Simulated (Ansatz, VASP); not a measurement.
# Fe in VASP and in Ansatz

POSCAR

```
Fe
1.0
   -1.4336673100      1.4336673100      1.4336673100
    1.4336673100     -1.4336673100      1.4336673100
    1.4336673100      1.4336673100     -1.4336673100
Fe
1
Direct
    0.0000000000      0.0000000000      0.0000000000
```

INCAR.step1

```
PREC = Accurate
ENCUT = 520
ISMEAR = 0
SIGMA = 0.05
LREAL = F
LASPH = T
NELM = 150
ISPIN = 2
MAGMOM = 3.11
LMAXMIX = 4
NBANDS = 14
GGA = PE
ALGO = Normal
EDIFF = 1E-4
LWAVE = T
LCHARG = F
```

File INCAR.step2:

```
PREC = Accurate
ENCUT = 520
EDIFF = 1E-6
ISMEAR = 0
SIGMA = 0.05
LREAL = F
LASPH = T
NELM = 150
ALGO = Normal
ISIF = 2
LWAVE = F
LCHARG = T
ISPIN = 2
MAGMOM = 3.11
LORBIT = 11
LMAXMIX = 4
METAGGA = R2SCAN
LMIXTAU = T
LELF = T
LVHAR = T
NBANDS = 14
ISTART = 1
```

Contents of KPOINTS:

```
regular mesh
0
Gamma
  22 22 22
```

Input for Ansatz:

```yaml
crystal:
  lattice:
    - [-1.43366731, 1.43366731, 1.43366731]
    - [1.43366731, -1.43366731, 1.43366731]
    - [1.43366731, 1.43366731, -1.43366731]
  atoms:
    - { symbol: Fe, position: [0.0, 0.0, 0.0], spin: 3.11 }
basis:
  ecutwfc: 500
  ecutrho_ratio: 4
kpoints:
  mp_grid: { grid: [22, 22, 22] }
hamiltonian:
  xc: r2scan
scf:
  occupations: { method: gaussian, width: 0.05 }
output:
  forces: true
  stress: true
  eigenvalues: true
  populations: true
magnetization:
  spin_polarized: true
```

Alike in both runs: task single point; functional r2SCAN; k mesh 22 × 22 × 22; occupations gaussian, width 0.05 eV; collinear spin.

|  | VASP | Ansatz |
| --- | --- | --- |
| version | VASP 6.6.1 | Ansatz 0.2.0 |
| potentials or method | VASP PAW PBE potentials, release 64 (Fe), cutoff 520 eV | scalar-relativistic, plane waves, PAW |
| valence electrons in the cell | 8 | 16 |

```csv
,VASP,Ansatz,Ansatz less VASP
gap on the k mesh at the Fermi level (eV),none,none,-
pressure (GPa),-0.5,0.2,+0.70
net moment per atom (μB),2.66,2.66,+0.002
size of the moment on the site where the two differ most (μB),2.73,2.82,+0.087
```

VASP's potentials were made for PBE, not for r2SCAN. Site moments also hang on the region over which each program counts them. A gap of «none» marks a metal or a gap that the smearing closes. With one functional, cell and mesh, what is left measures potentials, basis and numerics. VASP's potentials hold 8 valence electrons a cell and Ansatz's 16, so a difference there can come from the potentials and not from the codes. Ansatz's warnings: stability check not made.
